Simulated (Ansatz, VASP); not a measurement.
# Two plane-wave programs on Rb2Nb

The input INCAR:

```
PREC = Accurate
ENCUT = 600
EDIFF = 1E-7
ISMEAR = 0
SIGMA = 0.1
LREAL = F
LASPH = T
NELM = 60
ALGO = Normal
ISIF = 3
LWAVE = F
LCHARG = F
GGA = PE
IBRION = 2
NSW = 90
EDIFFG = -0.04
```

File KPOINTS:

```
Automatic mesh
0
Gamma
  6 6 4
```

File POSCAR:

```
Rb2Nb
1.0
    4.6138122284      0.0000000000      0.0000000000
   -2.3069061142      3.9956785981      0.0000000000
    0.0000000000      0.0000000000      4.9816909443
Rb Nb
2 1
Direct
    0.3333333333      0.6666666667      0.5000000000
    0.6666666667      0.3333333333      0.5000000000
    0.0000000000      0.0000000000      0.0000000000
```

Input for Ansatz:

```yaml
crystal:
  lattice:
    - [4.6138122284, 0.0, 0.0]
    - [-2.3069061142, 3.9956785981, 0.0]
    - [0.0, 0.0, 4.9816909443]
  atoms:
    - { symbol: Rb, position: [0.3333333333, 0.6666666667, 0.5] }
    - { symbol: Rb, position: [0.6666666667, 0.3333333333, 0.5] }
    - { symbol: Nb, position: [0.0, 0.0, 0.0] }
basis:
  ecutwfc: 420
kpoints:
  mp_grid: { grid: [6, 6, 4] }
hamiltonian:
  xc: pbe
scf:
  occupations: { method: gaussian, width: 0.1 }
  lower_state_search: "off"
output:
  forces: true
  stress: true
  eigenvalues: true
relax:
  adjacent_minimum: "off"
  f_tol: 0.04
  max_steps: 70
  cell: { stress_tol: 0.4 }
```

Alike in both runs: task relaxation of cell and atoms; functional PBE; k mesh 6 × 6 × 4; occupations gaussian, width 0.1 eV; no spin polarisation.

|  | VASP | Ansatz |
| --- | --- | --- |
| version | VASP 6.6.1 | Ansatz 0.2.0 |
| potentials or method | VASP PAW PBE potentials, release 64 (Rb_sv, Nb_sv), cutoff 600 eV | scalar-relativistic, plane waves, PAW |
| valence electrons in the cell | 31 | 31 |

|  | VASP | Ansatz | Ansatz less VASP |
| --- | --- | --- | --- |
| gap on the k mesh at the Fermi level, each at its own relaxed structure (eV) | none | none | - |
| relaxed volume (Å³/atom) | 39.44 | 39.53 | +0.095 |
| relaxed cell length with the largest relative difference (Å) | 3.075 | 3.051 | -0.0240 |

A gap of «none» marks a metal or a gap that the smearing closes.

Noted on VASP's run: the volume moved by over 15 % at a fixed basis, so the end points are rough.
